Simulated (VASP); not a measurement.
A run of VASP 6.6.1 is set up as follows.

Contents of INCAR:

```
SYSTEM = V3Ru
  PREC = Accurate
  ENCUT = 520
  EDIFF = 1E-6
  ISMEAR = -1
  SIGMA = 0.15
  LREAL = .FALSE.
  LASPH = .TRUE.
  NELM = 150
  ALGO = Normal
  ISIF = 2
  LWAVE = .FALSE.
  LCHARG = .FALSE.
  ISPIN = 2
  MAGMOM = 2 2 2 0
  LORBIT = 11
  LMAXMIX = 4
  GGA = PS
  IVDW = 12
  ISYM = 0
  NBANDS = 38
```

Contents of KPOINTS:

```
Automatic mesh
0
Gamma
  4 4 4
  0.5 0.5 0.5
```

Contents of POSCAR:

```
V3Ru
1.0
    4.2096620000      0.0000000000      0.0000000000
    2.1048310000      3.6456742333      0.0000000000
    2.1048310000      1.2152247444      3.4371746299
V Ru
3 1
Direct
    0.2500000000      0.2500000000      0.2500000000
    0.7500000000      0.7500000000      0.7500000000
    0.5000000000      0.5000000000      0.5000000000
    0.0000000000      0.0000000000      0.0000000000
```

Potentials or basis: VASP PAW PBE potentials, release 64 (V_sv, Ru_pv).

Command:

```sh
$ cat potpaw_PBE.64/V_sv/POTCAR potpaw_PBE.64/Ru_pv/POTCAR > POTCAR
$ mpirun -np 1 vasp_std > vasp.out
```

Problem. Predict the pressure.

Solution. -12.8 GPa.

Problem. Predict the net moment.

Solution. 0.00 μB per cell.

Problem. What does it give for the dispersion energy per atom?

Solution. -0.654 eV.

Caveat: the k points lie up to 0.46 Å⁻¹ apart; three body term missing; the PAW data sets were made with another functional, which shifts forces and pressure a little.
